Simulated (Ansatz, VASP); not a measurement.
Fe: VASP beside Ansatz

```xyz
2
Lattice="2.9591 0.0000 0.0000 0.0000 2.9591 0.0000 0.0000 0.0000 2.9591" Properties=species:S:1:pos:R:3 pbc="T T T"
Fe    0.0000    0.0000    0.0000
Fe    1.4796    1.4796    1.4796
```

Change from the starting cell: equal strain along all axes, cell held, atoms relaxed: +4.5 %.

Alike in both runs: task single point; functional PBE; k mesh 14 × 14 × 14; occupations gaussian, width 0.1 eV; collinear spin.

```csv
,VASP,Ansatz
version,VASP 6.6.1,Ansatz 0.2.0
potentials or method,"VASP PAW PBE potentials, release 64 (Fe), cutoff 520 eV","scalar-relativistic, plane waves, PAW"
valence electrons in the cell,16,32
```

```csv
,VASP,Ansatz,Ansatz less VASP
gap on the k mesh at the Fermi level (eV),none,none,-
pressure (GPa),-14.9,-15.1,-0.19
net moment per atom (μB),2.55,2.54,-0.014
size of the moment on the site where the two differ most (μB),2.57,2.61,+0.035
```

Site moments also hang on the region over which each program counts them. A gap of «none» marks a metal or a gap that the smearing closes. The functional is the same, so the differences come from potentials, cutoffs and numerics. VASP's potentials hold 16 valence electrons a cell and Ansatz's 32, so a difference there can come from the potentials and not from the codes.
